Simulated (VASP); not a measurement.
# Ge4N3 (I-4) in VASP: single point with PBE

Aim: the single point of Ge4N3 with PBE.

All numbers are computed with VASP 6.6.1; they aren't measurements. Logs are shortened: lines on timing, memory, paths and dates and some standing lists are left out, and cuts for length are marked.

## (1) The cell of the first run

It takes space group I-4 (No. 82, tetragonal). Conventional cell: a = 5.117 Å, b = 5.117 Å, c = 8.719 Å, α = 90.00°, β = 90.00°, γ = 90.00°. Ge (site symmetry 1) has 3 N at 1.92 to 2.09 Å within 2.5 Å. N (site symmetry -4) has 4 Ge at 1.92 Å and 4 N at 2.56 Å within 2.6 Å. Within 2.8 Å of N (site symmetry 2) lie 4 Ge at 2.09 Å and 2 N at 2.56 Å.

The cell was generated, and may not be a known phase.

## (2) Single point, PBE

INCAR reads:

```
SYSTEM = Ge4N3
PREC = Accurate
ENCUT = 520
EDIFF = 1E-7
ISMEAR = 0
SIGMA = 0.1
LREAL = .False.
LASPH = .True.
NELM = 100
ALGO = Normal
ISIF = 2
LWAVE = .False.
LCHARG = .False.
GGA = PE
NBANDS = 44
```

KPOINTS reads:

```
regular mesh
0
Gamma
  8 8 8
  0 0 0
```

POSCAR reads:

```
Ge4N3
1.0
   -2.5584804544      2.5584804544      4.3593778767
    2.5584804544     -2.5584804544      4.3593778767
    2.5584804544      2.5584804544     -4.3593778767
Ge N
4 3
Direct
    0.3534196811      0.8575338972      0.9474386876
    0.9100952096      0.4059809935      0.0525613124
    0.1424661028      0.0899047904      0.4958857838
    0.5940190065      0.6465803189      0.5041142162
    0.2500000000      0.7500000000      0.5000000000
    0.2523865478      0.2523865478      0.0000000000
    0.7476134522      0.7476134522      0.0000000000
```

Potentials or basis: VASP PAW PBE potentials, release 64 (Ge_d, N).

Run with:

```sh
> cat potpaw_PBE.64/Ge_d/POTCAR potpaw_PBE.64/N/POTCAR > POTCAR
> mpirun -np 1 vasp_std > vasp.out
```

OUTCAR:

```text
SYSTEM = Ge4N3
   PREC = Accurate
   ENCUT = 520
   EDIFF = 1E-7
   ISMEAR = 0
   LREAL = .False.
   LASPH = .True.
   NELM = 100
   ISIF = 2
   GGA = PE

 ion  position               nearest neighbor table
   1  0.353  0.858  0.947-   5 1.92   6 2.09   7 2.09
   2  0.910  0.406  0.053-   5 1.92   6 2.09   7 2.09
   3  0.142  0.090  0.496-   5 1.92   7 2.09   6 2.09
   4  0.594  0.647  0.504-   5 1.92   7 2.09   6 2.09
   5  0.250  0.750  0.500-   4 1.92   1 1.92   2 1.92   3 1.92
   6  0.252  0.252  0.000-   1 2.09   2 2.09   4 2.09   3 2.09
   7  0.748  0.748  0.000-   4 2.09   3 2.09   1 2.09   2 2.09

  LATTYP: Found a body centered tetragonal cell.
 ALAT       =     5.1169609088
 C/A-ratio  =     1.7038933673

  Lattice vectors:

 A1 = (  -2.5584804544,   2.5584804544,   4.3593778767)
 A2 = (   2.5584804544,  -2.5584804544,   4.3593778767)
 A3 = (   2.5584804544,   2.5584804544,  -4.3593778767)

Analysis of symmetry for initial positions (statically):
=====================================================================
 Subroutine PRICEL returns:
 Original cell was already a primitive cell.

 Routine SETGRP: Setting up the symmetry group for a
 body centered tetragonal supercell.

 Subroutine GETGRP returns: Found  4 space group operations
 (whereof  4 operations were pure point group operations)
 out of a pool of 16 trial point group operations.

The static configuration has the point symmetry S_4 .

Analysis of symmetry for dynamics (positions and initial velocities):
=====================================================================
 Subroutine PRICEL returns:
 Original cell was already a primitive cell.

 Routine SETGRP: Setting up the symmetry group for a
 body centered tetragonal supercell.

 Subroutine GETGRP returns: Found  4 space group operations
 (whereof  4 operations were pure point group operations)
 out of a pool of 16 trial point group operations.

The dynamic configuration has the point symmetry S_4 .

 Subroutine INISYM returns: Found  4 space group operations
 (whereof  4 operations are pure point group operations),
 and found     1 'primitive' translations

----------------------------------------------------------------------------------------

                                     Primitive cell

  volume of cell :     114.1429

  direct lattice vectors                    reciprocal lattice vectors
    -2.558480454  2.558480454  4.359377877     0.000000000  0.195428501  0.114695265
     2.558480454 -2.558480454  4.359377877     0.195428501  0.000000000  0.114695265
     2.558480454  2.558480454 -4.359377877     0.195428501  0.195428501  0.000000000

  length of vectors
     5.665317285  5.665317285  5.665317285     0.226599432  0.226599432  0.276377637

  position of ions in fractional coordinates (direct lattice)
     0.353419681  0.857533897  0.947438688
     0.910095210  0.405980994  0.052561312
     0.142466103  0.089904790  0.495885784
     0.594019006  0.646580319  0.504114216
     0.250000000  0.750000000  0.500000000
     0.252386548  0.252386548  0.000000000
     0.747613452  0.747613452  0.000000000

  ion indices of the primitive-cell ions
   primitive index   ion index
                 1           1
                 2           2
                 3           3
                 4           4
                 5           5
                 6           6
                 7           7

----------------------------------------------------------------------------------------

 KPOINTS: regular mesh

Automatic generation of k-mesh.
 Grid dimensions read from file:
 generate k-points for:    8    8    8

 Generating k-lattice:

  Cartesian coordinates                     Fractional coordinates (reciprocal lattice)
     0.000000000  0.024428563  0.014336908     0.125000000  0.000000000  0.000000000
     0.024428563  0.000000000  0.014336908     0.000000000  0.125000000  0.000000000
     0.024428563  0.024428563  0.000000000     0.000000000  0.000000000  0.125000000

  Length of vectors
     0.028324929  0.028324929  0.034547205

  Shift w.r.t. Gamma in fractional coordinates (k-lattice)
     0.000000000  0.000000000  0.000000000

 Subroutine IBZKPT returns following result:
 ===========================================

 Found     78 irreducible k-points:

 Following reciprocal coordinates:
            Coordinates               Weight
  0.000000  0.000000  0.000000      1.000000
  0.125000 -0.000000  0.000000      8.000000
  0.250000 -0.000000  0.000000      8.000000
  0.375000  0.000000  0.000000      8.000000
  0.500000 -0.000000  0.000000      4.000000
  0.125000  0.125000  0.000000      8.000000
[... 16 lines left out ...]
 -0.375000  0.250000  0.000000      8.000000
 -0.250000  0.375000 -0.000000      8.000000
 [... further k-points ...]
   k-points           NKPTS =     78   k-points in BZ     NKDIM =     78   number of bands    NBANDS=     44
   number of dos      NEDOS =    301   number of ions     NIONS =      7
   total plane-waves  NPLWV =  74088
   dimension x,y,z NGX =    42 NGY =   42 NGZ =   42
   dimension x,y,z NGXF=    84 NGYF=   84 NGZF=   84
   ions per type =               4   3
   NGX,Y,Z   is equivalent  to a cutoff of  12.32, 12.32, 12.32 a.u.
   NGXF,Y,Z  is equivalent  to a cutoff of  24.65, 24.65, 24.65 a.u.
 SYSTEM =  Ge4N3
   PREC   = accura    normal or accurate (medium, high low for compatibility)
   ISTART =      0    job   : 0-new  1-cont  2-samecut
   ICHARG =      2    charge: 1-file 2-atom 10-const
   ISPIN  =      1    spin polarized calculation?
   LNONCOLLINEAR =      F non collinear calculations
   LSORBIT =      F    spin-orbit coupling
   LASPH  =      T    aspherical Exc in radial PAW
   ENCUT  =  520.0 eV  38.22 Ry    6.18 a.u.  10.53 10.53 10.53*2*pi/ulx,y,z
   NELM   =    100;   NELMIN=  2; NELMDL= -5     # of ELM steps
   EDIFF  = 0.1E-06   stopping-criterion for ELM
   LREAL  =      F    real-space projection
   EDIFFG = 0.1E-05   stopping-criterion for IOM
   NSW    =      0    number of steps for IOM
   IBRION =     -1    ionic relax: 0-MD 1-quasi-New 2-CG
   NFREE  =      0    steps in history (QN), initial steepest desc. (CG)
   ISIF   =      2    stress and relaxation
   ISYM   =      2    0-nonsym 1-usesym 2-fastsym
   POTIM  = 0.5000    time-step for ionic-motion
   TEBEG  =    0.0;   TEEND  =   0.0 temperature during run
   PSTRESS=    0.0 pullay stress
   NELECT =      71.0000    total number of electrons
   NUPDOWN=      -1.0000    fix difference up-down
   EMIN   =  10.00;   EMAX   =-10.00  energy-range for DOS
   EFERMI =   0.00;   METHOD = LEGACY
   ISMEAR =     0;   SIGMA  =   0.10  broadening in eV -4-tet -1-fermi 0-gaus
   EFERMI_NEDOS =   21; number of points for ismear=-14 and -15
   IALGO  =     38    algorithm
   IMIX   =      4    mixing-type and parameters
     AMIX     =   0.40;   BMIX     =  1.00
     AMIX_MAG =   1.60;   BMIX_MAG =  1.00
  volume/ion in A,a.u.               =      16.31       110.04
  Fermi-wavevector in a.u.,A,eV,Ry     =   1.397477  2.640849 26.571393  1.952942
  Thomas-Fermi vector in A             =   2.520730
   LORBIT       =      0    0 simple, 1 ext, 2 COOP (PROOUT), +10 PAW based schemes
   GGA     = PE    functional components
   LHFCALC =     F    Hartree Fock is set to
   AEXX    =    0.0000 exact exchange contribution
   IVDW    =     0    specifies the selected vdW correction
   LEPSILON=     F    determine dielectric tensor
   LRPA    =     F    only Hartree local field effects (RPA)
 non-spin polarized calculation
 Gauss-broadening in eV      SIGMA  =   0.10
  energy-cutoff  :      520.00
  volume of cell :      114.14
 maximum number of plane-waves:      3113
   NGX = 21   NGY = 21   NGZ = 21

 number of electron      71.0000003 magnetization

 Free energy of the ion-electron system (eV)
  ---------------------------------------------------
  ext. energy  EPLUGINS =         0.00000000
  ---------------------------------------------------
  free energy    TOTEN  =       -39.64479822 eV

  energy without entropy =      -39.62975220  energy(sigma->0) =      -39.63727521

 E-fermi :   4.4858     XC(G=0): -10.2885

 val. band max:        4.4591206335   @ k =   0.5000   0.5000   0.1250
 cond. band min:       4.5158415170   @ k =   0.2500   0.1250   0.1250
 fundamental gap:      0.0567208835
 Fermi energy:         4.4857964976

 k-point     1 :       0.0000    0.0000    0.0000
  band No.  band energies     occupation
      1     -19.8821      2.00000
      2     -19.8575      2.00000
      3     -19.8480      2.00000
      4     -19.8340      2.00000
      5     -19.8340      2.00000
      6     -19.8299      2.00000
[... 36 lines left out ...]
     43      10.8563      0.00000
     44      10.8756      0.00000

 k-point     2 :       0.1250   -0.0000    0.0000
  band No.  band energies     occupation
      1     -19.8826      2.00000
      2     -19.8564      2.00000
      3     -19.8486      2.00000
      4     -19.8329      2.00000
      5     -19.8326      2.00000
      6     -19.8296      2.00000
[... 36 lines left out ...]
     43      10.4593      0.00000
     44      10.9202      0.00000

 k-point     3 :       0.2500   -0.0000    0.0000
  band No.  band energies     occupation
      1     -19.8838      2.00000
      2     -19.8536      2.00000
      3     -19.8493      2.00000
      4     -19.8305      2.00000
      5     -19.8302      2.00000
      6     -19.8280      2.00000
[... 36 lines left out ...]
     43      10.1988      0.00000
     44      10.7433      0.00000

 k-point     4 :       0.3750    0.0000    0.0000
  band No.  band energies     occupation
      1     -19.8846      2.00000
      2     -19.8520      2.00000
      3     -19.8480      2.00000
      4     -19.8289      2.00000
      5     -19.8279      2.00000
      6     -19.8262      2.00000
[... 882 lines left out ...]
     43      10.6465      0.00000
     44      11.2712      0.00000

 k-point    23 :      -0.3750    0.2500    0.0000
  band No.  band energies     occupation
      1     -19.8825      2.00000
      2     -19.8490      2.00000
      3     -19.8462      2.00000
      4     -19.8304      2.00000
      5     -19.8278      2.00000
      6     -19.8254      2.00000
[... 36 lines left out ...]
     43      10.7543      0.00000
     44      11.2180      0.00000

 k-point    24 :      -0.2500    0.3750   -0.0000
  band No.  band energies     occupation
      1     -19.8825      2.00000
      2     -19.8490      2.00000
      3     -19.8463      2.00000
      4     -19.8303      2.00000
      5     -19.8278      2.00000
      6     -19.8252      2.00000
[... 36 lines left out ...]
     43      10.7640      0.00000
     44      11.2289      0.00000

 [... further k-points ...]
[... 5 lines left out ...]
  --------------------------------------------------------------------------------------
  -------------------------------------------------------------------------------------
  Total       -0.0072910     -0.0072910     -0.0029834     -0.0000002     -0.0000000      0.0000000
  in kB       -0.1023411     -0.1023411     -0.0418763     -0.0000026     -0.0000000      0.0000000
  external PRESSURE =      -0.0821862 kB  Pullay stress =       0.0000000 kB

 VOLUME and BASIS-vectors are now :
 -----------------------------------------------------------------------------
  energy-cutoff  :      520.00
  volume of cell :      114.14
      direct lattice vectors                 reciprocal lattice vectors
    -2.558480454  2.558480454  4.359377877     0.000000000  0.195428501  0.114695265
     2.558480454 -2.558480454  4.359377877     0.195428501  0.000000000  0.114695265
     2.558480454  2.558480454 -4.359377877     0.195428501  0.195428501  0.000000000

 POSITION                                       TOTAL-FORCE (eV/Angst)
 -----------------------------------------------------------------------------------
      3.71377      1.13424      1.14876        -0.006095     -0.006482     -0.017124
     -1.15529      1.42424      5.50814         0.006095      0.006482     -0.017124
      1.13424      1.40319     -1.14876        -0.006482      0.006095      0.017124
      1.42424      1.15529      3.21062         0.006482     -0.006095      0.017124
      2.55848     -0.00000      2.17969        -0.000000      0.000000     -0.000000
      0.00000      0.00000      2.20050         0.000000      0.000000     -0.000251
      0.00000      0.00000      6.51826         0.000000      0.000000      0.000251
 -----------------------------------------------------------------------------------
    total drift:                               -0.000010     -0.000009     -0.000001

  FREE ENERGIE OF THE ION-ELECTRON SYSTEM (eV)
  ---------------------------------------------------
  free  energy   TOTEN  =       -39.6447982186 eV

  energy  without entropy=      -39.6297521956  energy(sigma->0) =      -39.63727521
```

It took 7.3 min on 1 thread of AMD EPYC 9R45 (Zen 5), shared host; peak memory 0.41 GiB.

Results:

| Item | Value |
| --- | --- |
| Free energy | -39.6448 eV |
| Pressure | 0.0 GPa |
| Largest force | 0.019 eV/Å |
| Band gap on the k mesh | zero (an odd number of electrons rules out a gap without spin polarisation) |

Forces on the atoms (eV/Å):
```
Ge  -0.006 -0.006 -0.017
Ge   0.006  0.006 -0.017
Ge  -0.006  0.006  0.017
Ge   0.006 -0.006  0.017
N    0.000  0.000  0.000
N    0.000  0.000  0.000
N    0.000  0.000  0.000
```

The gap in the log of VASP goes by the Fermi energy; the results here count the filled bands.